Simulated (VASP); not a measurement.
# Si4C3 (P6_3/m) in VASP: relaxation of cell and atoms with PBE

Aim: the relaxation of cell and atoms of Si4C3 with PBE.

Program: VASP 6.6.1. These are calculated values, not measurements. Logs are shortened: lines on timing, memory, paths and dates and some standing lists are left out, and cuts for length are marked.

### 1 The cell of the first run

The structure is hexagonal, space group P6_3/m (No. 176). The conventional cell has a = 8.288 Å, b = 8.288 Å, c = 3.005 Å, α = 90.00°, β = 90.00°, γ = 120.00°. Si (site symmetry -6) has 3 C at 1.91 Å within 2.5 Å. Si (site symmetry m) has 3 C at 1.89 Å within 2.5 Å. C (site symmetry m) has 4 Si at 1.89 to 1.91 Å within 2.5 Å.

### 2 Relaxation of cell and atoms, PBE

INCAR reads:

```
PREC     = Accurate       # precision mode
ENCUT    = 600            # plane-wave cutoff, eV
EDIFF    = 1E-7           # SCF threshold, eV
ISMEAR   = 0              # smearing method
SIGMA    = 0.1            # smearing width, eV
LREAL    = F              # projectors in reciprocal space
LASPH    = T              # aspherical terms in the spheres
NELM     = 80             # most SCF steps
ALGO     = Normal         # electronic algorithm
ISIF     = 3              # what is computed and relaxed
LWAVE    = F              # write WAVECAR
LCHARG   = F              # write CHGCAR
GGA      = PE             # functional
IBRION   = 2              # ionic algorithm
NSW      = 100            # ionic steps
EDIFFG   = -0.01          # ionic threshold
```

KPOINTS reads:

```
Automatic mesh
0
Gamma
  6 6 10
```

POSCAR reads:

```
Si4C3
1.0
    8.2882996786      0.0000000000      0.0000000000
   -4.1441498393      7.1778780759      0.0000000000
    0.0000000000      0.0000000000      3.0047608885
Si C
8 6
Direct
    0.6666666667      0.3333333333      0.7500000000
    0.3403402732      0.3802111514      0.7500000000
    0.6197888486      0.9601291218      0.7500000000
    0.0398708782      0.6596597268      0.7500000000
    0.3333333333      0.6666666667      0.2500000000
    0.9601291218      0.3403402732      0.2500000000
    0.3802111514      0.0398708782      0.2500000000
    0.6596597268      0.6197888486      0.2500000000
    0.4006906621      0.1882964656      0.7500000000
    0.7876058035      0.5993093379      0.7500000000
    0.8117035344      0.2123941965      0.7500000000
    0.2123941965      0.4006906621      0.2500000000
    0.1882964656      0.7876058035      0.2500000000
    0.5993093379      0.8117035344      0.2500000000
```

Potentials or basis: VASP PAW PBE potentials, release 64 (Si, C).

Command:

```bash
$ cat potpaw_PBE.64/Si/POTCAR potpaw_PBE.64/C/POTCAR > POTCAR
$ mpirun -np 1 vasp_std > vasp.out
```

OUTCAR:

```text
PREC = Accurate
   ENCUT = 600
   EDIFF = 1E-7
   ISMEAR = 0
   LREAL = F
   LASPH = T
   NELM = 80
   ISIF = 3
   GGA = PE
   IBRION = 2
   NSW = 100
   EDIFFG = -0.01

 ion  position               nearest neighbor table
   1  0.667  0.333  0.750-  11 1.91   9 1.91  10 1.91   6 2.83   6 2.83   7 2.83   7 2.83   8 2.83
                             8 2.83   3 2.92   4 2.92   2 2.92
   2  0.340  0.380  0.750-   9 1.89  12 1.89  12 1.89   8 2.82   8 2.82   5 2.83   5 2.83   1 2.92

   3  0.620  0.960  0.750-  11 1.89  14 1.89  14 1.89   7 2.82   7 2.82   5 2.83   5 2.83   1 2.92

   4  0.040  0.660  0.750-  10 1.89  13 1.89  13 1.89   6 2.82   6 2.82   5 2.83   5 2.83   1 2.92

   5  0.333  0.667  0.250-  13 1.91  14 1.91  12 1.91   4 2.83   4 2.83   3 2.83   3 2.83   2 2.83
                             2 2.83   7 2.92   6 2.92   8 2.92
   6  0.960  0.340  0.250-  12 1.89  11 1.89  11 1.89   4 2.82   4 2.82   1 2.83   1 2.83   5 2.92

   7  0.380  0.040  0.250-  13 1.89   9 1.89   9 1.89   3 2.82   3 2.82   1 2.83   1 2.83   5 2.92

   8  0.660  0.620  0.250-  14 1.89  10 1.89  10 1.89   2 2.82   2 2.82   1 2.83   1 2.83   5 2.92

   9  0.401  0.188  0.750-   2 1.89   7 1.89   7 1.89   1 1.91
  10  0.788  0.599  0.750-   4 1.89   8 1.89   8 1.89   1 1.91
  11  0.812  0.212  0.750-   3 1.89   6 1.89   6 1.89   1 1.91
  12  0.212  0.401  0.250-   6 1.89   2 1.89   2 1.89   5 1.91
  13  0.188  0.788  0.250-   7 1.89   4 1.89   4 1.89   5 1.91
  14  0.599  0.812  0.250-   8 1.89   3 1.89   3 1.89   5 1.91

  LATTYP: Found a hexagonal cell.
 ALAT       =     8.2882996786
 C/A-ratio  =     0.3625304351

  Lattice vectors:

 A1 = (   8.2882996786,   0.0000000000,   0.0000000000)
 A2 = (  -4.1441498393,   7.1778780759,   0.0000000000)
 A3 = (   0.0000000000,   0.0000000000,   3.0047608885)

Analysis of symmetry for initial positions (statically):
=====================================================================
 Subroutine PRICEL returns:
 Original cell was already a primitive cell.

 Routine SETGRP: Setting up the symmetry group for a
 hexagonal supercell.

 Subroutine GETGRP returns: Found 12 space group operations
 (whereof  6 operations were pure point group operations)
 out of a pool of 24 trial point group operations.

The static configuration has the point symmetry S_6 .
 The point group associated with its full space group is C_6h.

Analysis of symmetry for dynamics (positions and initial velocities):
=====================================================================
 Subroutine PRICEL returns:
 Original cell was already a primitive cell.

 Routine SETGRP: Setting up the symmetry group for a
 hexagonal supercell.

 Subroutine GETGRP returns: Found 12 space group operations
 (whereof  6 operations were pure point group operations)
 out of a pool of 24 trial point group operations.

The dynamic configuration has the point symmetry S_6 .
 The point group associated with its full space group is C_6h.

 Subroutine INISYM returns: Found 12 space group operations
 (whereof  6 operations are pure point group operations),
 and found     1 'primitive' translations

----------------------------------------------------------------------------------------

                                     Primitive cell

  volume of cell :     178.7605

  direct lattice vectors                    reciprocal lattice vectors
     8.288299679  0.000000000  0.000000000     0.120652008  0.069658469  0.000000000
    -4.144149839  7.177878076  0.000000000     0.000000000  0.139316939  0.000000000
     0.000000000  0.000000000  3.004760888     0.000000000  0.000000000  0.332805184

  length of vectors
     8.288299679  8.288299679  3.004760888     0.139316939  0.139316939  0.332805184

  position of ions in fractional coordinates (direct lattice)
     0.666666667  0.333333333  0.750000000
     0.340340273  0.380211151  0.750000000
     0.619788849  0.960129122  0.750000000
     0.039870878  0.659659727  0.750000000
     0.333333333  0.666666667  0.250000000
     0.960129122  0.340340273  0.250000000
     0.380211151  0.039870878  0.250000000
     0.659659727  0.619788849  0.250000000
     0.400690662  0.188296466  0.750000000
     0.787605803  0.599309338  0.750000000
     0.811703534  0.212394197  0.750000000
     0.212394197  0.400690662  0.250000000
     0.188296466  0.787605803  0.250000000
     0.599309338  0.811703534  0.250000000

  ion indices of the primitive-cell ions
   primitive index   ion index
                 1           1
                 2           2
                 3           3
                 4           4
                 5           5
                 6           6
                 7           7
                 8           8
                 9           9
                10          10
                11          11
                12          12
                13          13
                14          14

----------------------------------------------------------------------------------------

 KPOINTS: Automatic mesh

Automatic generation of k-mesh.
 Grid dimensions read from file:
 generate k-points for:    6    6   10

 Generating k-lattice:

  Cartesian coordinates                     Fractional coordinates (reciprocal lattice)
     0.020108668  0.011609745  0.000000000     0.166666667  0.000000000  0.000000000
     0.000000000  0.023219490  0.000000000     0.000000000  0.166666667  0.000000000
     0.000000000  0.000000000  0.033280518     0.000000000  0.000000000  0.100000000

  Length of vectors
     0.023219490  0.023219490  0.033280518

  Shift w.r.t. Gamma in fractional coordinates (k-lattice)
     0.000000000  0.000000000  0.000000000

 Subroutine IBZKPT returns following result:
 ===========================================

 Found     48 irreducible k-points:

 Following reciprocal coordinates:
            Coordinates               Weight
  0.000000  0.000000  0.000000      1.000000
  0.166667  0.000000  0.000000      6.000000
  0.333333  0.000000  0.000000      6.000000
  0.500000  0.000000  0.000000      3.000000
  0.166667  0.166667  0.000000      6.000000
  0.333333  0.166667  0.000000      6.000000
[... 16 lines left out ...]
 -0.333333  0.500000 -0.200000     12.000000
  0.333333  0.333333  0.200000      4.000000
 [... further k-points ...]
   k-points           NKPTS =     48   k-points in BZ     NKDIM =     48   number of bands    NBANDS=     36
   number of dos      NEDOS =    301   number of ions     NIONS =     14
   total plane-waves  NPLWV = 117600
   dimension x,y,z NGX =    70 NGY =   70 NGZ =   24
   dimension x,y,z NGXF=   140 NGYF=  140 NGZF=   48
   ions per type =               8   6
   NGX,Y,Z   is equivalent  to a cutoff of  14.04, 14.04, 13.28 a.u.
   NGXF,Y,Z  is equivalent  to a cutoff of  28.08, 28.08, 26.56 a.u.
 SYSTEM =  unknown system
   PREC   = accura    normal or accurate (medium, high low for compatibility)
   ISTART =      0    job   : 0-new  1-cont  2-samecut
   ICHARG =      2    charge: 1-file 2-atom 10-const
   ISPIN  =      1    spin polarized calculation?
   LNONCOLLINEAR =      F non collinear calculations
   LSORBIT =      F    spin-orbit coupling
   LASPH  =      T    aspherical Exc in radial PAW
   ENCUT  =  600.0 eV  44.10 Ry    6.64 a.u.  16.55 16.55  6.00*2*pi/ulx,y,z
   NELM   =     80;   NELMIN=  2; NELMDL= -5     # of ELM steps
   EDIFF  = 0.1E-06   stopping-criterion for ELM
   LREAL  =      F    real-space projection
   EDIFFG = -.1E-01   stopping-criterion for IOM
   NSW    =    100    number of steps for IOM
   IBRION =      2    ionic relax: 0-MD 1-quasi-New 2-CG
   NFREE  =      1    steps in history (QN), initial steepest desc. (CG)
   ISIF   =      3    stress and relaxation
   ISYM   =      2    0-nonsym 1-usesym 2-fastsym
   POTIM  = 0.5000    time-step for ionic-motion
   TEBEG  =    0.0;   TEEND  =   0.0 temperature during run
   PSTRESS=    0.0 pullay stress
   NELECT =      56.0000    total number of electrons
   NUPDOWN=      -1.0000    fix difference up-down
   EMIN   =  10.00;   EMAX   =-10.00  energy-range for DOS
   EFERMI =   0.00;   METHOD = LEGACY
   ISMEAR =     0;   SIGMA  =   0.10  broadening in eV -4-tet -1-fermi 0-gaus
   EFERMI_NEDOS =   21; number of points for ismear=-14 and -15
   IALGO  =     38    algorithm
   IMIX   =      4    mixing-type and parameters
     AMIX     =   0.40;   BMIX     =  1.00
     AMIX_MAG =   1.60;   BMIX_MAG =  1.00
  volume/ion in A,a.u.               =      12.77        86.17
  Fermi-wavevector in a.u.,A,eV,Ry     =   1.111852  2.101096 16.819728  1.236215
  Thomas-Fermi vector in A             =   2.248420
   LORBIT       =      0    0 simple, 1 ext, 2 COOP (PROOUT), +10 PAW based schemes
   GGA     = PE    functional components
   LHFCALC =     F    Hartree Fock is set to
   AEXX    =    0.0000 exact exchange contribution
   IVDW    =     0    specifies the selected vdW correction
   LEPSILON=     F    determine dielectric tensor
   LRPA    =     F    only Hartree local field effects (RPA)
 conjugate gradient relaxation of ions
 non-spin polarized calculation
 Gauss-broadening in eV      SIGMA  =   0.10
  energy-cutoff  :      600.00
  volume of cell :      178.76
 maximum number of plane-waves:      6000
 NGX is ok and might be reduce to    70
   NGX = 33   NGY = 33   NGZ = 13

--------------------------------------- Ionic step        1  -------------------------------------------

 number of electron      56.0000004 magnetization

 Free energy of the ion-electron system (eV)
  ---------------------------------------------------
  ext. energy  EPLUGINS =         0.00000000
  ---------------------------------------------------
  free energy    TOTEN  =       -94.16541182 eV

  energy without entropy =      -94.15505458  energy(sigma->0) =      -94.16023320

------------------------ aborting loop because EDIFF is reached ----------------------------------------

  FORCE on cell =-STRESS in cart. coord.  units (eV):
  Direction    XX          YY          ZZ          XY          YZ          ZX
  --------------------------------------------------------------------------------------
  -------------------------------------------------------------------------------------
  Total       -0.6874836     -0.6874836     -0.8525629      0.0000003      0.0000000      0.0000000
  in kB       -6.1617133     -6.1617133     -7.6412700      0.0000026      0.0000000      0.0000000
  external PRESSURE =      -6.6548989 kB  Pullay stress =       0.0000000 kB
[... 129 lines left out ...]
  energy  without entropy=      -94.1571720081  energy(sigma->0) =      -94.16232745

--------------------------------------- Ionic step        4  -------------------------------------------

 number of electron      56.0000004 magnetization

 Free energy of the ion-electron system (eV)
  ---------------------------------------------------
  ext. energy  EPLUGINS =         0.00000000
  ---------------------------------------------------
  free energy    TOTEN  =       -94.16768924 eV

  energy without entropy =      -94.15739962  energy(sigma->0) =      -94.16254443

 E-fermi :   7.4013     XC(G=0): -10.3246

 val. band max:        7.3927623822   @ k =   0.3333   0.3333   0.3000
 cond. band min:       7.4207848208   @ k =   0.3333   0.0000   0.4000
 fundamental gap:      0.0280224386
 Fermi energy:         7.4012843096

 k-point     1 :       0.0000    0.0000    0.0000
  band No.  band energies     occupation
      1      -8.5570      2.00000
      2      -6.9050      2.00000
      3      -6.5626      2.00000
      4      -6.5626      2.00000
      5      -6.3401      2.00000
      6      -6.3401      2.00000
[... 925 lines left out ...]
     35      11.4246      0.00000
     36      12.0847      0.00000

 [... further k-points ...]
[... 5 lines left out ...]
  --------------------------------------------------------------------------------------
  -------------------------------------------------------------------------------------
  Total       -0.0369908     -0.0369908      0.0654338      0.0000003      0.0000000      0.0000000
  in kB       -0.3330999     -0.3330999      0.5892280      0.0000026      0.0000000      0.0000000
  external PRESSURE =      -0.0256573 kB  Pullay stress =       0.0000000 kB
[... 29 lines left out ...]
  FREE ENERGIE OF THE ION-ELECTRON SYSTEM (eV)
  ---------------------------------------------------
  free  energy   TOTEN  =       -94.1676892442 eV

  energy  without entropy=      -94.1573996247  energy(sigma->0) =      -94.16254443

 reached required accuracy - stopping structural energy minimisation
```

Wall time 9.7 min (1 thread of Intel Xeon 6975P-C (Granite Rapids), shared host); peak memory 0.51 GiB.

Results:

```yaml
Free_energy: -94.1677 eV
Relaxed_volume: 12.71 Å³/atom
Relaxed_cell: a = 8.277 Å, b = 8.277 Å, c = 2.999 Å, α = 90.00°, β = 90.00°, γ = 120.00°
Space_group_after_relaxing_to_0.1_Å: P6_3/m (No. 176)
Energy_gained_by_relaxing: 0.2 meV/atom
Ionic_steps: 4
Pressure_after_relaxing: 0.0 GPa
Largest_force_after_relaxing: 0.009 eV/Å
Band_gap_on_the_k_mesh: zero (bands 28 and 29 overlap by 2.52 eV)
```

Forces on the atoms (eV/Å):
```
Si   0.000  0.000  0.000
Si  -0.009 -0.004  0.000
Si   0.008 -0.006  0.000
Si   0.001  0.009  0.000
Si   0.000  0.000  0.000
Si  -0.001 -0.009  0.000
Si  -0.008  0.006  0.000
Si   0.009  0.004  0.000
C    0.002 -0.009  0.000
C   -0.009  0.003  0.000
C    0.007  0.007  0.000
C    0.009 -0.003  0.000
C   -0.007 -0.007  0.000
C   -0.002  0.009  0.000
```

Stress tensor (GPa, compression positive):
```
-0.03  0.00  0.00
 0.00 -0.03  0.00
 0.00  0.00  0.06
```

The path:
```tsv
step	energy change (eV)	largest force (eV/Å)	pressure (GPa)	volume (Å³)
1	0.0000	0.0437	-0.67	178.76
2	-0.0013	0.0361	0.50	177.39
3	-0.0021	0.0368	0.06	177.90
4	-0.0023	0.0095	0.00	177.92
```

Final structure:
```cif
data_structure
_symmetry_space_group_name_H-M 'P 1'
_symmetry_Int_Tables_number 1
_cell_length_a 8.2771
_cell_length_b 8.2771
_cell_length_c 2.9988
_cell_angle_alpha 90.000
_cell_angle_beta 90.000
_cell_angle_gamma 120.000
_cell_volume 177.92
loop_
_atom_site_label
_atom_site_type_symbol
_atom_site_fract_x
_atom_site_fract_y
_atom_site_fract_z
_atom_site_occupancy
Si1 Si 0.66667 0.33333 0.75000 1
Si2 Si 0.34038 0.38009 0.75000 1
Si3 Si 0.61991 0.96029 0.75000 1
Si4 Si 0.03971 0.65962 0.75000 1
Si5 Si 0.33333 0.66667 0.25000 1
Si6 Si 0.96029 0.34038 0.25000 1
Si7 Si 0.38009 0.03971 0.25000 1
Si8 Si 0.65962 0.61991 0.25000 1
C1 C 0.40028 0.18817 0.75000 1
C2 C 0.78790 0.59972 0.75000 1
C3 C 0.81183 0.21210 0.75000 1
C4 C 0.21210 0.40028 0.25000 1
C5 C 0.18817 0.78790 0.25000 1
C6 C 0.59972 0.81183 0.25000 1
```

The gap in the log of VASP goes by the Fermi energy; the results here count the filled bands.